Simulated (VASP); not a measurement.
# InPd (P4/mmm) in VASP: notebook, part 2 of 2

VASP 6.6.1. The steps go on from the part before.

### Step 3. Single point, LDA

This run uses another cell than the first one, of the same volume but with other edges.

INCAR reads:

```
SYSTEM = InPd
PREC = Accurate
ENCUT = 520
EDIFF = 1E-6
ISMEAR = 0
SIGMA = 0.15
LREAL = .FALSE.
LASPH = .TRUE.
NELM = 100
ALGO = Fast
ISIF = 2
LWAVE = .FALSE.
LCHARG = .FALSE.
GGA = CA
NBANDS = 18
```

KPOINTS reads:

```
Automatic mesh
0
G
  16 16 16
  0 0 0
```

POSCAR reads:

```
InPd
1.0
    3.0789614603      0.0000000000      0.0000000000
    0.0000000000      3.0789614603      0.0000000000
    0.0000000000      0.0000000000      3.6947537524
In Pd
1 1
Direct
    0.0000000000      0.0000000000      0.0000000000
    0.5000000000      0.5000000000      0.5000000000
```

Potentials or basis: VASP PAW LDA potentials, release 64 (In_d, Pd).

Run with:

```console
$ cat potpaw_LDA.64/In_d/POTCAR potpaw_LDA.64/Pd/POTCAR > POTCAR
$ mpirun -np 1 vasp_std > vasp.out
```

OUTCAR:

```text
SYSTEM = InPd
   PREC = Accurate
   ENCUT = 520
   EDIFF = 1E-6
   ISMEAR = 0
   LREAL = .FALSE.
   LASPH = .TRUE.
   NELM = 100
   ISIF = 2
   GGA = CA

 ion  position               nearest neighbor table
   1  0.000  0.000  0.000-   2 2.86   2 2.86   2 2.86   2 2.86   2 2.86   2 2.86   2 2.86   2 2.86

   2  0.500  0.500  0.500-   1 2.86   1 2.86   1 2.86   1 2.86   1 2.86   1 2.86   1 2.86   1 2.86

  LATTYP: Found a simple tetragonal cell.
 ALAT       =     3.0789614603
 C/A-ratio  =     1.2000000000

  Lattice vectors:

 A1 = (   3.0789614603,   0.0000000000,   0.0000000000)
[... 676 lines left out ...]
      6       4.2846      2.00000
[... 10 lines left out ...]
     17      19.2116      0.00000
     18      21.2261      0.00000

 [... further k-points ...]
[... 5 lines left out ...]
  --------------------------------------------------------------------------------------
  -------------------------------------------------------------------------------------
  Total       -1.0933371     -1.0933371     -2.0439981      0.0000000      0.0000000     -0.0000000
  in kB      -50.0115908    -50.0115908    -93.4968694      0.0000000      0.0000000     -0.0000000
  external PRESSURE =     -64.5066837 kB  Pullay stress =       0.0000000 kB

 VOLUME and BASIS-vectors are now :
 -----------------------------------------------------------------------------
  energy-cutoff  :      520.00
  volume of cell :       35.03
      direct lattice vectors                 reciprocal lattice vectors
     3.078961460  0.000000000  0.000000000     0.324784838  0.000000000  0.000000000
     0.000000000  3.078961460  0.000000000     0.000000000  0.324784838  0.000000000
     0.000000000  0.000000000  3.694753752     0.000000000  0.000000000  0.270654032

 POSITION                                       TOTAL-FORCE (eV/Angst)
 -----------------------------------------------------------------------------------
      0.00000      0.00000      0.00000         0.000000      0.000000      0.000000
      1.53948      1.53948      1.84738         0.000000      0.000000      0.000000
 -----------------------------------------------------------------------------------
    total drift:                                0.000000      0.000000     -0.000000

  FREE ENERGIE OF THE ION-ELECTRON SYSTEM (eV)
  ---------------------------------------------------
  free  energy   TOTEN  =       -10.7119680041 eV

  energy  without entropy=      -10.7023799733  energy(sigma->0) =      -10.70717399
```

stdout:

```text
POSCAR found type information on POSCAR InPd
 POSCAR found :  2 types and       2 ions
 scaLAPACK will be used
 LDA part: xc-table for (Slater(with rela. corr.)+CA(PZ))
 , standard interpolation
 POSCAR, INCAR and KPOINTS ok, starting setup
 FFT: planning ... GRIDC
 FFT: planning ... GRID_SOFT
 FFT: planning ... GRID
 WAVECAR not read
 entering main loop
WARNING in EDDRMM: call to ZHEGV failed, returncode =   6  3     18
WARNING in EDDRMM: call to ZHEGV failed, returncode =   6  3     16
```

Wall time 76 s (1 thread of Intel Xeon 6975P-C (Granite Rapids), shared host); peak memory 0.35 GiB.

Results:

- Free energy: -10.7120 eV
- Pressure: -6.5 GPa

Levels at points of the mesh, in eV from the Fermi level:
| k point | band 9 | band 10 | band 11 | band 12 | band 13 | band 14 | band 15 | band 16 |
| --- | --- | --- | --- | --- | --- | --- | --- | --- |
| (0.00, 0.00, 0.00) | -2.32 | -2.32 | -1.90 | 1.16 | 5.85 | 5.85 | 6.72 | 11.84 |
| (0.50, 0.00, 0.00) | -3.77 | -2.87 | -2.37 | -0.50 | 7.72 | 7.76 | 8.05 | 9.73 |
| (0.50, 0.50, 0.00) | -3.03 | -1.77 | -1.77 | -1.24 | 1.94 | 3.69 | 7.35 | 9.61 |
| (0.00, 0.00, 0.50) | -2.90 | -2.90 | -2.28 | -1.95 | 9.78 | 9.78 | 10.76 | 11.77 |
| (0.50, 0.00, 0.50) | -2.56 | -2.40 | -2.12 | -1.96 | 0.94 | 2.20 | 10.78 | 12.08 |
| (0.50, 0.50, 0.50) | -2.03 | -1.23 | 0.01 | 3.56 | 3.56 | 3.90 | 3.90 | 3.96 |

Caveat: spin-orbit coupling is left out, which moves the levels of the heavy elements.

### Step 4. Single point, LDA

This run uses another cell than the first one, of the same volume but with other edges.

INCAR reads:

```
PREC = Accurate
ENCUT = 520
EDIFF = 1E-6
ISMEAR = 0
SIGMA = 0.15
LREAL = False
LASPH = True
NELM = 100
ALGO = Fast
ISIF = 2
LWAVE = False
LCHARG = True
LELF = True
LVHAR = True
NBANDS = 18
```

KPOINTS reads:

```
Automatic mesh
0
Gamma
  16 16 16
```

POSCAR reads:

```
InPd
1.0
    3.5544013672      0.0000000000      0.0000000000
    0.0000000000      3.5544013672      0.0000000000
    0.0000000000      0.0000000000      2.7724330664
In Pd
1 1
Direct
    0.0000000000      0.0000000000      0.0000000000
    0.5000000000      0.5000000000      0.5000000000
```

Run with:

```console
$ cat potpaw_LDA.64/In_d/POTCAR potpaw_LDA.64/Pd/POTCAR > POTCAR
$ mpirun -np 1 vasp_std > vasp.out
```

Run time: 100 s. Hardware: 1 thread of Intel Xeon 6975P-C (Granite Rapids), shared host; peak memory 0.35 GiB.

The run converged. Its results:

```yaml
Free_energy: -10.5427 eV
Pressure: -3.5 GPa
```

Stress tensor (GPa, compression positive):
```
-9.56  0.00  0.00
 0.00 -9.56  0.00
 0.00  0.00  8.50
```

Levels at points of the mesh, in eV from the Fermi level:
| k point | band 8 | band 9 | band 10 | band 11 | band 12 | band 13 | band 14 | band 15 | band 16 | band 17 |
| --- | --- | --- | --- | --- | --- | --- | --- | --- | --- | --- |
| (0.00, 0.00, 0.00) | -3.75 | -2.69 | -1.84 | -1.84 | 1.91 | 1.91 | 6.55 | 9.08 | 9.54 | 13.74 |
| (0.50, 0.00, 0.00) | -4.33 | -3.82 | -2.19 | -1.93 | -1.88 | 6.89 | 7.62 | 7.98 | 10.76 | 13.33 |
| (0.50, 0.50, 0.00) | -3.13 | -3.13 | -2.20 | -2.00 | -2.00 | 0.28 | 0.80 | 13.63 | 14.36 | 14.36 |
| (0.00, 0.00, 0.50) | -3.87 | -3.87 | -3.38 | -2.66 | 0.44 | 9.12 | 9.12 | 9.53 | 9.57 | 9.78 |
| (0.50, 0.00, 0.50) | -3.10 | -2.74 | -2.55 | -1.56 | -1.10 | 1.73 | 3.99 | 8.10 | 9.82 | 10.72 |
| (0.50, 0.50, 0.50) | -4.71 | -2.00 | -1.34 | 0.29 | 2.39 | 3.90 | 4.15 | 4.15 | 5.18 | 5.18 |

Caveat: spin-orbit coupling is left out, which moves the levels of the heavy elements.

### Step 5. The runs side by side

| cell | gap on the mesh (eV) | pressure (GPa) |
| --- | --- | --- |
| a = 3.454, b = 3.454, c = 2.936 Å, 2 atoms | none | -5.6 |
| a = 3.079, b = 3.079, c = 3.695 Å, 2 atoms | none | -6.5 |
| a = 3.554, b = 3.554, c = 2.772 Å, 2 atoms | none | -3.5 |

Alike in all rows: task single point; level LDA; potentials or basis VASP PAW LDA potentials, release 64 (In_d, Pd); no spin polarisation; k mesh 16 × 16 × 16; cutoff (eV) 520; smearing gaussian 0.15 eV.

Caveats: spin-orbit coupling is left out, which moves the levels of the heavy elements.

Absolute energies hang on the potentials; compare differences alone.
